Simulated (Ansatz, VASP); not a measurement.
## One calculation of Ti, two programs

INCAR

```
ALGO     = Normal         # electronic algorithm
EDIFF    = 1E-6           # SCF threshold, eV
ENCUT    = 520            # plane-wave cutoff, eV
GGA      = PS             # functional
ISIF     = 2              # what is computed and relaxed
ISMEAR   = -1             # smearing method
LASPH    = True           # aspherical terms in the spheres
LCHARG   = True           # write CHGCAR
LELF     = True           # ELF
LREAL    = False          # projectors in reciprocal space
LVHAR    = True         
LWAVE    = False          # write WAVECAR
NBANDS   = 12             # bands
NELM     = 60             # most SCF steps
PREC     = Accurate       # precision mode
SIGMA    = 0.05           # smearing width, eV
```

KPOINTS

```
k-points
0
Gamma
  14 14 14
```

Contents of POSCAR:

```
Ti
1.0
   -1.6245900000      1.6245900000      1.6410000000
    1.6245900000     -1.6245900000      1.6410000000
    1.6245900000      1.6245900000     -1.6410000000
Ti
1
Direct
    0.0000000000      0.0000000000      0.0000000000
```

Input for Ansatz:

```yaml
crystal:
  lattice:
    - [-1.62459, 1.62459, 1.641]
    - [1.62459, -1.62459, 1.641]
    - [1.62459, 1.62459, -1.641]
  atoms:
    - { symbol: Ti, position: [0.0, 0.0, 0.0] }
kpoints:
  mp_grid: { grid: [14, 14, 14] }
  band_path:
    path:
      - [0.0, 0.0, 0.0]
      - [0.0, 0.0, 0.5]
      - [0.25, 0.25, 0.25]
      - [0.0, 0.5, 0.0]
      - [0.0, 0.0, 0.0]
      - [0.5, 0.5, -0.5]
      - [0.495025, 0.504975, -0.495025]
      - [-0.495025, 0.495025, 0.495025]
      - [0.0, 0.0, 0.0]
    npoints: 5
scf:
  occupations: { method: fermi_dirac, width: 0.05 }
hamiltonian:
  xc: pbesol
  pseudopotentials: { kind: all_electron, lapw: { basis_error: 0.00025 } }
output:
  forces: true
  stress: true
  eigenvalues: true
```

Change from the starting cell: equal xx and yy strain of -1 %.

Alike in both runs: task single point; functional PBEsol; k mesh 14 × 14 × 14; occupations fermi-dirac, width 0.05 eV; no spin polarisation.

```csv
,VASP,Ansatz
version,VASP 6.6.1,Ansatz 0.2.0
potentials or method,"VASP PAW PBE potentials, release 64 (Ti_sv), cutoff 520 eV","all-electron LAPW, scalar-relativistic"
```

|  | VASP | Ansatz | Ansatz less VASP |
| --- | --- | --- | --- |
| pressure (GPa) | -5.0 | -4.8 | +0.20 |
| traceless stress, the component that is largest in VASP (GPa) | 0.17 | 0.18 | +0.003 |

VASP's potentials were made for PBE, not for PBEsol. Ansatz ran all-electron here, and VASP with PAW potentials.
